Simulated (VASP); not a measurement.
# K (Fmmm) in VASP: a series of runs

The runs below take K through single point, with PBE.

Everything below comes from runs of VASP 6.6.1. Logs are shortened: lines on timing, memory, paths and dates and some standing lists are left out, and cuts for length are marked.

## (1) The cell of the first run

It takes space group Fmmm (No. 69, orthorhombic). Conventional cell: a = 5.236 Å, b = 7.349 Å, c = 7.460 Å, α = 90.00°, β = 90.00°, γ = 90.00°.

## (2) Single point, PBE (strain +0.0150 x Voigt [0, 0, 0, 0, 0, 1])

Contents of INCAR:

```
ALGO = Fast
EDIFF = 1E-6
ENCUT = 520
GGA = PE
ISIF = 2
ISMEAR = 0
LASPH = T
LCHARG = T
LELF = T
LREAL = F
LVHAR = T
LWAVE = F
NBANDS = 10
NELM = 80
PREC = Accurate
SIGMA = 0.15
```

Contents of KPOINTS:

```
k-points
0
Gamma
  14 14 14
```

Contents of POSCAR:

```
K
1.0
   -2.5983650000      2.5983650000      2.6180000000
    2.5983650000     -2.5983650000      2.6180000000
    2.6376350000      2.6376350000     -2.6180000000
K
1
Direct
    0.0000000000      0.0000000000      0.0000000000
```

Potentials or basis: VASP PAW PBE potentials, release 64 (K_sv).

On the command line:

```console
$ cat potpaw_PBE.64/K_sv/POTCAR > POTCAR
$ mpirun -np 1 vasp_std > vasp.out
```

OUTCAR:

```text
EDIFF = 1E-6
   ENCUT = 520
   GGA = PE
   ISIF = 2
   ISMEAR = 0
   LASPH = T
   LREAL = F
   NELM = 80
   PREC = Accurate

 ion  position               nearest neighbor table
   1  0.000  0.000  0.000-

  LATTYP: Found a face centered orthorhombic cell.
 ALAT       =     5.2360000000
 B/A-ratio  =     1.4036069607
 C/A-ratio  =     1.4248201641

  Lattice vectors:

 A1 = (   5.2360000000,   0.0392700000,   0.0000000000)
 A2 = (   2.6376350000,   2.6376350000,   2.6180000000)
 A3 = (   2.5983650000,  -2.5983650000,   2.6180000000)

Analysis of symmetry for initial positions (statically):
=====================================================================
 Subroutine PRICEL returns:
 Original cell was already a primitive cell.

 Routine SETGRP: Setting up the symmetry group for a
 face centered orthorhombic supercell.

 Subroutine GETGRP returns: Found  8 space group operations
 (whereof  8 operations were pure point group operations)
 out of a pool of  8 trial point group operations.

The static configuration has the point symmetry D_2h.

Analysis of symmetry for dynamics (positions and initial velocities):
=====================================================================
 Subroutine PRICEL returns:
 Original cell was already a primitive cell.

 Routine SETGRP: Setting up the symmetry group for a
 face centered orthorhombic supercell.

 Subroutine GETGRP returns: Found  8 space group operations
 (whereof  8 operations were pure point group operations)
 out of a pool of  8 trial point group operations.

The dynamic configuration has the point symmetry D_2h.

 Subroutine INISYM returns: Found  8 space group operations
 (whereof  8 operations are pure point group operations),
 and found     1 'primitive' translations

----------------------------------------------------------------------------------------

                                     Primitive cell

  volume of cell :      71.7703

  direct lattice vectors                    reciprocal lattice vectors
    -2.598365000  2.598365000  2.618000000    -0.001432472  0.190996229  0.190985485
     2.598365000 -2.598365000  2.618000000     0.190996229 -0.001432472  0.190985485
     2.637635000  2.637635000 -2.618000000     0.189563757  0.189563757  0.000000000

  length of vectors
     4.511864952  4.511864952  4.557209759     0.270105659  0.270105659  0.268083636

  position of ions in fractional coordinates (direct lattice)
     0.000000000  0.000000000  0.000000000

  ion indices of the primitive-cell ions
   primitive index   ion index
                 1           1

----------------------------------------------------------------------------------------

 KPOINTS: k-points

Automatic generation of k-mesh.
 Grid dimensions read from file:
 generate k-points for:   14   14   14

 Generating k-lattice:

  Cartesian coordinates                     Fractional coordinates (reciprocal lattice)
    -0.000102319  0.013642588  0.013641820     0.071428571  0.000000000 -0.000000000
     0.013642588 -0.000102319  0.013641820     0.000000000  0.071428571 -0.000000000
     0.013540268  0.013540268  0.000000000     0.000000000  0.000000000  0.071428571

  Length of vectors
     0.019293261  0.019293261  0.019148831

  Shift w.r.t. Gamma in fractional coordinates (k-lattice)
     0.000000000  0.000000000  0.000000000

 Subroutine IBZKPT returns following result:
 ===========================================

 Found    428 irreducible k-points:

 Following reciprocal coordinates:
            Coordinates               Weight
  0.000000  0.000000  0.000000      1.000000
  0.071429 -0.000000  0.000000      8.000000
  0.142857 -0.000000 -0.000000      8.000000
  0.214286 -0.000000  0.000000      8.000000
  0.285714 -0.000000  0.000000      8.000000
  0.357143 -0.000000  0.000000      8.000000
[... 16 lines left out ...]
  0.214286  0.142857 -0.000000      8.000000
  0.285714  0.142857  0.000000      8.000000
 [... further k-points ...]
   k-points           NKPTS =    428   k-points in BZ     NKDIM =    428   number of bands    NBANDS=     10
   number of dos      NEDOS =    301   number of ions     NIONS =      1
   total plane-waves  NPLWV =  46656
   dimension x,y,z NGX =    36 NGY =   36 NGZ =   36
   dimension x,y,z NGXF=    72 NGYF=   72 NGZF=   72
   ions per type =               1
   NGX,Y,Z   is equivalent  to a cutoff of  13.26, 13.26, 13.13 a.u.
   NGXF,Y,Z  is equivalent  to a cutoff of  26.53, 26.53, 26.27 a.u.
 SYSTEM =  unknown system
   PREC   = accura    normal or accurate (medium, high low for compatibility)
   ISTART =      0    job   : 0-new  1-cont  2-samecut
   ICHARG =      2    charge: 1-file 2-atom 10-const
   ISPIN  =      1    spin polarized calculation?
   LNONCOLLINEAR =      F non collinear calculations
   LSORBIT =      F    spin-orbit coupling
   LASPH  =      T    aspherical Exc in radial PAW
   ENCUT  =  520.0 eV  38.22 Ry    6.18 a.u.   8.39  8.39  8.47*2*pi/ulx,y,z
   NELM   =     80;   NELMIN=  2; NELMDL= -5     # of ELM steps
   EDIFF  = 0.1E-05   stopping-criterion for ELM
   LREAL  =      F    real-space projection
   EDIFFG = 0.1E-04   stopping-criterion for IOM
   NSW    =      0    number of steps for IOM
   IBRION =     -1    ionic relax: 0-MD 1-quasi-New 2-CG
   NFREE  =      0    steps in history (QN), initial steepest desc. (CG)
   ISIF   =      2    stress and relaxation
   ISYM   =      2    0-nonsym 1-usesym 2-fastsym
   POTIM  = 0.5000    time-step for ionic-motion
   TEBEG  =    0.0;   TEEND  =   0.0 temperature during run
   PSTRESS=    0.0 pullay stress
   NELECT =       9.0000    total number of electrons
   NUPDOWN=      -1.0000    fix difference up-down
   EMIN   =  10.00;   EMAX   =-10.00  energy-range for DOS
   EFERMI =   0.00;   METHOD = LEGACY
   ISMEAR =     0;   SIGMA  =   0.15  broadening in eV -4-tet -1-fermi 0-gaus
   EFERMI_NEDOS =   21; number of points for ismear=-14 and -15
   IALGO  =     68    algorithm
   IMIX   =      4    mixing-type and parameters
     AMIX     =   0.40;   BMIX     =  1.00
     AMIX_MAG =   1.60;   BMIX_MAG =  1.00
  volume/ion in A,a.u.               =      71.77       484.33
  Fermi-wavevector in a.u.,A,eV,Ry     =   0.819422  1.548483  9.135660  0.671452
  Thomas-Fermi vector in A             =   1.930224
   LORBIT       =      0    0 simple, 1 ext, 2 COOP (PROOUT), +10 PAW based schemes
   GGA     = PE    functional components
   LHFCALC =     F    Hartree Fock is set to
   AEXX    =    0.0000 exact exchange contribution
   IVDW    =     0    specifies the selected vdW correction
   LEPSILON=     F    determine dielectric tensor
   LRPA    =     F    only Hartree local field effects (RPA)
 non-spin polarized calculation
 RMM-DIIS sequential band-by-band and
 Gauss-broadening in eV      SIGMA  =   0.15
  energy-cutoff  :      520.00
  volume of cell :       71.77
 maximum number of plane-waves:      1950
 NGX is ok and might be reduce to    36
   NGX = 17   NGY = 17   NGZ = 17

 number of electron       9.0000000 magnetization

 Free energy of the ion-electron system (eV)
  ---------------------------------------------------
  ext. energy  EPLUGINS =         0.00000000
  ---------------------------------------------------
  free energy    TOTEN  =        -1.05093334 eV

  energy without entropy =       -1.04230643  energy(sigma->0) =       -1.04661988

 E-fermi :  -0.0641     XC(G=0):  -5.7107

 val. band max:       -0.0686393424   @ k =   0.5000   0.2143   0.0000
 cond. band min:      -0.0632158028   @ k =   0.5000   0.2857   0.0000
 fundamental gap:      0.0054235396
 Fermi energy:        -0.0641357949

 k-point     1 :       0.0000    0.0000    0.0000
  band No.  band energies     occupation
      1     -32.1842      2.00000
      2     -15.6320      2.00000
      3     -15.6318      2.00000
      4     -15.6316      2.00000
      5      -2.2567      2.00000
      6       4.2195      0.00000
      7       4.2482      0.00000
      8       4.2862      0.00000
      9       5.1776      0.00000
     10       5.1818      0.00000

 k-point     2 :       0.0714   -0.0000    0.0000
  band No.  band energies     occupation
      1     -32.1840      2.00000
      2     -15.6355      2.00000
      3     -15.6331      2.00000
      4     -15.6318      2.00000
      5      -2.1919      2.00000
      6       4.1432      0.00000
      7       4.1784      0.00000
      8       4.3071      0.00000
      9       5.0499      0.00000
     10       5.1630      0.00000

 k-point     3 :       0.1429   -0.0000   -0.0000
  band No.  band energies     occupation
      1     -32.1833      2.00000
      2     -15.6459      2.00000
      3     -15.6365      2.00000
      4     -15.6318      2.00000
      5      -1.9996      2.00000
      6       3.7967      0.00000
      7       3.9518      0.00000
      8       4.4586      0.00000
      9       4.9312      0.00000
     10       5.1297      0.00000

 k-point     4 :       0.2143   -0.0000    0.0000
  band No.  band energies     occupation
      1     -32.1824      2.00000
      2     -15.6608      2.00000
      3     -15.6414      2.00000
      4     -15.6317      2.00000
      5      -1.6864      2.00000
      6       3.2125      0.00000
      7       3.6948      0.00000
      8       4.7119      0.00000
      9       4.9634      0.00000
     10       5.1216      0.00000

 k-point     5 :       0.2857   -0.0000    0.0000
  band No.  band energies     occupation
      1     -32.1814      2.00000
      2     -15.6772      2.00000
      3     -15.6469      2.00000
      4     -15.6317      2.00000
      5      -1.2631      2.00000
      6       2.5553      0.00000
      7       3.4548      0.00000
      8       5.0243      0.00000
      9       5.0529      0.00000
     10       5.1777      0.00000

 k-point     6 :       0.3571   -0.0000    0.0000
  band No.  band energies     occupation
      1     -32.1805      2.00000
      2     -15.6919      2.00000
      3     -15.6518      2.00000
      4     -15.6317      2.00000
      5      -0.7451      2.00000
      6       1.8784      0.00000
      7       3.2664      0.00000
      8       5.0045      0.00000
      9       5.2860      0.00000
     10       5.5064      0.00000
[... 183 lines left out ...]
 k-point    21 :      -0.0714    0.0714    0.0000
  band No.  band energies     occupation
      1     -32.1840      2.00000
      2     -15.6354      2.00000
      3     -15.6331      2.00000
      4     -15.6320      2.00000
      5      -2.1909      2.00000
      6       4.1763      0.00000
      7       4.1964      0.00000
      8       4.2722      0.00000
      9       5.0304      0.00000
     10       5.1558      0.00000

 k-point    22 :       0.1429    0.1429    0.0000
  band No.  band energies     occupation
      1     -32.1820      2.00000
      2     -15.6660      2.00000
      3     -15.6424      2.00000
      4     -15.6355      2.00000
      5      -1.5058      2.00000
      6       3.0968      0.00000
      7       3.3887      0.00000
      8       4.7643      0.00000
      9       4.7992      0.00000
     10       5.4416      0.00000

 k-point    23 :       0.2143    0.1429   -0.0000
  band No.  band energies     occupation
      1     -32.1810      2.00000
      2     -15.6784      2.00000
      3     -15.6488      2.00000
      4     -15.6364      2.00000
      5      -1.0902      2.00000
      6       2.5690      0.00000
      7       3.1096      0.00000
      8       4.7992      0.00000
      9       5.0071      0.00000
     10       5.5586      0.00000

 k-point    24 :       0.2857    0.1429    0.0000
  band No.  band energies     occupation
      1     -32.1802      2.00000
      2     -15.6894      2.00000
      3     -15.6552      2.00000
      4     -15.6367      2.00000
      5      -0.5804      2.00000
      6       1.9638      0.00000
      7       2.9158      0.00000
      8       4.7655      0.00000
      9       5.2013      0.00000
     10       5.6698      0.00000

 [... further k-points ...]
[... 5 lines left out ...]
  --------------------------------------------------------------------------------------
  -------------------------------------------------------------------------------------
  Total        0.0446399      0.0446399      0.0452002     -0.0190004      0.0000000      0.0000000
  in kB        0.9965266      0.9965266      1.0090354     -0.4241585      0.0000000      0.0000000
  external PRESSURE =       1.0006962 kB  Pullay stress =       0.0000000 kB

 VOLUME and BASIS-vectors are now :
 -----------------------------------------------------------------------------
  energy-cutoff  :      520.00
  volume of cell :       71.77
      direct lattice vectors                 reciprocal lattice vectors
    -2.598365000  2.598365000  2.618000000    -0.001432472  0.190996229  0.190985485
     2.598365000 -2.598365000  2.618000000     0.190996229 -0.001432472  0.190985485
     2.637635000  2.637635000 -2.618000000     0.189563757  0.189563757  0.000000000

 POSITION                                       TOTAL-FORCE (eV/Angst)
 -----------------------------------------------------------------------------------
      0.00000      0.00000      0.00000        -0.000000      0.000000      0.000000
 -----------------------------------------------------------------------------------
    total drift:                               -0.000000     -0.000000      0.000000

  FREE ENERGIE OF THE ION-ELECTRON SYSTEM (eV)
  ---------------------------------------------------
  free  energy   TOTEN  =        -1.0509333367 eV

  energy  without entropy=       -1.0423064272  energy(sigma->0) =       -1.04661988
```

Run time: 8.4 min. Hardware: 1 thread of Oxide Virtual Turin-like, shared host; peak memory 0.38 GiB.

What came out:

```yaml
Free_energy: -1.0509 eV
Pressure: 0.1 GPa
```

Caveat: the cell differs from its parent crystal (strain +0.0150 x Voigt [0, 0, 0, 0, 0, 1]).

## (3) Single point, PBE (strain +0.0050 x Voigt [0, 0, 0, 0, 0, 1])

Contents of INCAR:

```
ALGO     = Fast           # electronic algorithm
EDIFF    = 1E-7           # SCF threshold, eV
ENCUT    = 520            # plane-wave cutoff, eV
GGA      = PE             # functional
ISIF     = 2              # what is computed and relaxed
ISMEAR   = 0              # smearing method
LASPH    = True           # aspherical terms in the spheres
LCHARG   = False          # write CHGCAR
LREAL    = False          # projectors in reciprocal space
LWAVE    = False          # write WAVECAR
NBANDS   = 10             # bands
NELM     = 100            # most SCF steps
PREC     = Accurate       # precision mode
SIGMA    = 0.15           # smearing width, eV
```

KPOINTS is that of step 2.

Contents of POSCAR:

```
K
1.0
   -2.6114550000      2.6114550000      2.6180000000
    2.6114550000     -2.6114550000      2.6180000000
    2.6245450000      2.6245450000     -2.6180000000
K
1
Direct
    0.0000000000      0.0000000000      0.0000000000
```

Potentials or basis: VASP PAW PBE potentials, release 64 (K_sv).

On the command line:

```console
$ cat potpaw_PBE.64/K_sv/POTCAR > POTCAR
$ mpirun -np 1 vasp_std > vasp.out
```

It took 9.1 min on 1 thread of Oxide Virtual Turin-like, shared host; peak memory 0.39 GiB.

Results (log left out):

```yaml
Free_energy: -1.0511 eV
Pressure: 0.1 GPa
```

Levels at points of the mesh, in eV from the Fermi level:
```csv
k point,band 3,band 4,band 5,band 6,band 7,band 8
"(0.00, 0.00, 0.00)",-15.57,-15.57,-2.19,4.31,4.32,4.33
"(0.50, 0.00, 0.00)",-15.59,-15.57,0.44,0.70,3.17,4.92
"(0.50, 0.50, 0.00)",-15.59,-15.57,0.46,0.71,3.17,4.90
"(0.00, 0.00, 0.50)",-15.59,-15.57,0.43,0.69,3.17,4.93
"(0.50, 0.50, 0.50)",-15.62,-15.62,1.66,1.66,3.54,3.54
```

Caveat: the cell differs from its parent crystal (strain +0.0050 x Voigt [0, 0, 0, 0, 0, 1]).
